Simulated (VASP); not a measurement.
Set up this calculation in VASP 6.6.1, as the native input.

- Task: single point
- Functional: PBE
- Potentials or basis: VASP PAW PBE potentials, release 64 (Be, S, Au)
- Cutoff: 520 eV
- k mesh: 6 × 6 × 6
- Occupations: gaussian, width 0.1 eV
- Spin: no spin polarisation
- Dipole correction: no
- Further INCAR settings: ALGO = Normal; EDIFF = 1e-06; NBANDS = 26

The structure of BeAu2S2 lies in POSCAR:

```
BeAu2S2
1.0
   -1.5730255198      2.3609710670      7.5303596224
    1.5730255198     -2.3609710670      7.5303596224
    1.5730255198      2.3609710670     -7.5303596224
Be S Au
1 2 2
Direct
    0.0000000000      0.0000000000      0.0000000000
    0.7301911569      0.5000000000      0.2301911569
    0.2698088431      0.5000000000      0.7698088431
    0.2490114589      0.7490114589      0.5000000000
    0.7509885411      0.2509885411      0.5000000000
```

The cell was generated, and may not be a known phase.

These files were run (other wordings do the same):

INCAR

```
PREC = Accurate ; ENCUT = 520
EDIFF = 1E-6 ; ISMEAR = 0
SIGMA = 0.1 ; LREAL = False
LASPH = True ; NELM = 80
ALGO = Normal ; ISIF = 2
LWAVE = False ; LCHARG = False
GGA = PE ; NBANDS = 26
```

KPOINTS

```
Automatic mesh
0
Gamma
  6 6 6
```

Potentials or basis: VASP PAW PBE potentials, release 64 (Be, S, Au).

Command:

```bash
$ cat potpaw_PBE.64/Be/POTCAR potpaw_PBE.64/S/POTCAR potpaw_PBE.64/Au/POTCAR > POTCAR
$ mpirun -np 1 vasp_std > vasp.out
```

It gave:

```
Pressure               : -0.1 GPa
Largest force          : 0.031 eV/Å
Band gap on the k mesh : zero (bands 18 and 19 overlap by 2.19 eV)
```

Caveat: spin-orbit coupling is left out, which moves the levels of the heavy elements.

Run time: 5.7 min on 1 thread of Intel(R) Xeon(R) Platinum 8259CL CPU @ 2.50GHz (Skylake/Cascade Lake), on a shared host, peak memory 0.54 GiB.
